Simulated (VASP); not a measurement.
ScIn3, 4 atoms in the cell. Symmetry: Pm-3m, No. 221, cubic system. Conventional cell: a = 4.490 Å, b = 4.490 Å, c = 4.490 Å, α = 90.00°, β = 90.00°, γ = 90.00°. Sc (site symmetry m-3m) has 12 In at 3.17 Å within 4.2 Å. In (site symmetry 4/mmm) has 4 Sc at 3.17 Å and 8 In at 3.17 Å within 4.2 Å. 

| Property | Result |
| --- | --- |
| Program | VASP 6.6.1 |
| Task | electric field gradients |
| Functional | PBEsol |
| Potentials or basis | VASP PAW PBE potentials, release 64 (Sc_sv, In_d) |
| Cutoff | 520 eV |
| k mesh | 8 × 8 × 8 |
| Occupations | fermi-dirac, width 0.08 eV |
| Spin | no spin polarisation |
| Dipole correction | no |
| Further INCAR settings | ALGO = Normal; EDIFF = 1e-08; NBANDS = 33 |

Potentials or basis: VASP PAW PBE potentials, release 64 (Sc_sv, In_d).

The run is started by

```console
$ cat potpaw_PBE.64/Sc_sv/POTCAR potpaw_PBE.64/In_d/POTCAR > POTCAR
$ mpirun -np 1 vasp_std > vasp.out
```

Hardware: 1 thread of Intel(R) Xeon(R) 6975P-C (Granite Rapids), on a shared host.

Q: How long does it take, and how much memory?

A: Run time: 46 s on 1 thread of Intel(R) Xeon(R) 6975P-C (Granite Rapids) (shared host), peak memory 0.25 GiB. Counts: scf iterations 17, k points 35.
